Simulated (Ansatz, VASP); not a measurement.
# NaLa in VASP and in Ansatz

INCAR

```
SYSTEM = NaLa
PREC = Accurate ; ENCUT = 520
EDIFF = 1E-6 ; ISMEAR = -1
SIGMA = 0.05 ; LREAL = .FALSE.
LASPH = .TRUE. ; NELM = 100
ALGO = Normal ; ISIF = 2
LWAVE = .FALSE. ; LCHARG = .TRUE.
GGA = PE ; LELF = .TRUE.
LVHAR = .TRUE. ; NBANDS = 16
```

File KPOINTS:

```
Automatic mesh
0
G
  9 9 4
  0 0 0
```

Contents of POSCAR:

```
NaLa
1.0
    3.6062507687      0.0000000000      0.0000000000
   -1.8031253843      3.1231047781      0.0000000000
    0.0000000000      0.0000000000      6.4837820000
La Na
1 1
Direct
    0.3333333333      0.6666666667      0.5000000000
    0.0000000000      0.0000000000      0.0000000000
```

File input.yaml:

```yaml
crystal:
  lattice:
    - [3.6062507687, 0.0, 0.0]
    - [-1.8031253843, 3.1231047781, 0.0]
    - [0.0, 0.0, 6.483782]
  atoms:
    - { symbol: La, position: [0.3333333333, 0.6666666667, 0.5] }
    - { symbol: Na, position: [0.0, 0.0, 0.0] }
hamiltonian:
  xc: pbe
  pseudopotentials: { kind: paw }
kpoints:
  mp_grid: { grid: [9, 9, 4] }
scf:
  occupations: { method: fermi_dirac, width: 0.05 }
output:
  forces: true
  stress: true
  eigenvalues: true
```

Alike in both runs: task single point; functional PBE; k mesh 9 × 9 × 4; occupations fermi-dirac, width 0.05 eV; no spin polarisation.

```csv
,VASP,Ansatz
version,VASP 6.6.1,Ansatz 0.2.0
potentials or method,"VASP PAW PBE potentials, release 64 (La, Na_pv)",Ansatz PAW
plane-wave cutoff (eV),520,420
valence electrons in the cell,18,20
```

```csv
,VASP,Ansatz,Ansatz less VASP
gap on the k mesh at the Fermi level (eV),none,none,-
pressure (GPa),-0.1,-0.1,-0.02
"traceless stress, the component that is largest in VASP (GPa)",0.11,0.13,+0.020
```

A gap of «none» marks a metal or a gap that the smearing closes. VASP's potentials hold 18 valence electrons a cell and Ansatz's 20, so a difference there can come from the potentials and not from the codes.

Neither program's run includes spin-orbit coupling.
